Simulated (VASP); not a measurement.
Here is a VASP 6.6.1 calculation.

The input INCAR:

```
PREC = Accurate ; ENCUT = 500
EDIFF = 1E-6 ; ISMEAR = 1
SIGMA = 0.2 ; LREAL = False
LASPH = True ; NELM = 120
ALGO = Normal ; ISIF = 2
LWAVE = False ; LCHARG = True
GGA = CA ; LELF = True
LVHAR = True ; NBANDS = 11
GGA_COMPAT = False
```

Contents of KPOINTS:

```
regular mesh
0
Gamma
  9 9 9
```

POSCAR

```
Sr
1.0
    0.0000000000      2.9028949114      2.9028949114
    2.9028949114      0.0000000000      2.9028949114
    2.9028949114      2.9028949114      0.0000000000
Sr
1
Direct
    0.0000000000      0.0000000000      0.0000000000
```

Potentials or basis: VASP PAW LDA potentials, release 64 (Sr_sv).

Command:

```sh
$ cat potpaw_LDA.64/Sr_sv/POTCAR > POTCAR
$ mpirun -np 1 vasp_std > vasp.out
```

(1) Estimate the band gap on the k mesh.

(2) What does it give for the pressure?

## Answers

(1) 0.18 eV, indirect (least direct gap 0.19 eV).

(2) -0.1 GPa.
